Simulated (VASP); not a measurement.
Runs of VASP 6.6.1 on CsPbCl3. The structure is that of space group Pm-3m (No. 221), or close to it. The cells are those of the table. 

| level | cell | gap on the mesh (eV) | pressure (GPa) |
| --- | --- | --- | --- |
| r2SCAN | a = 5.677 Å, 5 atoms | 2.48 | 0.0 |
| r2SCAN | a = 5.733 Å, 5 atoms | 2.60 | -0.7 |
| PBE | a = 5.853 Å, 5 atoms | 2.41 | (b) |
| PBE | a = 5.677 Å, 5 atoms | 2.10 | 0.7 |
| PBE | a = 5.741 Å, 5 atoms | (a) | 0.0 |

Alike in all rows: task single point; potentials or basis VASP PAW PBE potentials, release 64 (Cs_sv, Pb_d, Cl); no spin polarisation; k mesh 4 × 4 × 4; cutoff (eV) 520; smearing gaussian 0.01 eV.

Question: Estimate the missing entries.

Answer: (a) 2.22; (b) -1.2.

Caveats: spin-orbit coupling is left out, which moves the levels of the heavy elements; the PAW data sets were made with another functional, which shifts forces and pressure a little (at least some runs).

A k mesh can miss the band edges, and the runs leave out spin-orbit coupling on Cs, Pb.
